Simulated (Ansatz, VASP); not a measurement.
Mg in VASP and in Ansatz

Contents of INCAR:

```
SYSTEM = Mg
  PREC = Accurate
  ENCUT = 520
  EDIFF = 1E-6
  ISMEAR = -1
  SIGMA = 0.05
  LREAL = .False.
  LASPH = .True.
  NELM = 100
  ALGO = Fast
  ISIF = 2
  LWAVE = .False.
  LCHARG = .False.
  GGA = RE
  NBANDS = 9
```

File KPOINTS:

```
Automatic mesh
0
Gamma
  10 10 5
  0 0 0
```

Contents of POSCAR:

```
Mg
1.0
    3.1437856987      0.0000000000      0.0000000000
   -1.5718928494      2.7225982792      0.0000000000
    0.0000000000      0.0000000000      5.1039375022
Mg
2
Direct
    0.6666666667      0.3333333333      0.7500000000
    0.3333333333      0.6666666667      0.2500000000
```

The input input.yaml:

```yaml
crystal:
  lattice:
    - [3.1437856987, 0.0, 0.0]
    - [-1.5718928494, 2.7225982792, 0.0]
    - [0.0, 0.0, 5.1039375022]
  atoms:
    - { symbol: Mg, position: [0.6666666667, 0.3333333333, 0.75] }
    - { symbol: Mg, position: [0.3333333333, 0.6666666667, 0.25] }
hamiltonian:
  xc: revpbe
  pseudopotentials: { kind: paw }
kpoints:
  mp_grid: { grid: [10, 10, 5] }
scf:
  occupations: { method: fermi_dirac, width: 0.05 }
output:
  forces: true
  stress: true
  eigenvalues: true
  write_density: true
  write_potential: true
  elf: true
  volumetric_format: npy
```

Alike in both runs: task single point; functional revPBE; k mesh 10 × 10 × 5; occupations fermi-dirac, width 0.05 eV; no spin polarisation.

|  | VASP | Ansatz |
| --- | --- | --- |
| version | VASP 6.6.1 | Ansatz 0.2.0 |
| potentials or method | VASP PAW PBE potentials, release 64 (Mg) | Ansatz PAW |
| plane-wave cutoff (eV) | 520 | 420 |
| valence electrons in the cell | 4 | 20 |

Ansatz gave:

* gap on the k mesh at the Fermi level (eV): none
* pressure (GPa): 3.1
* traceless stress, the component that is largest in VASP (GPa): 0.66

Task: Which values does VASP return?

Result: gap on the k mesh at the Fermi level (eV): none; pressure (GPa): 2.9; traceless stress, the component that is largest in VASP (GPa): 0.66.

VASP's potentials were made for PBE, not for revPBE. A gap of «none» marks a metal or a gap that the smearing closes. VASP's potentials hold 4 valence electrons a cell and Ansatz's 20, so a difference there can come from the potentials and not from the codes.
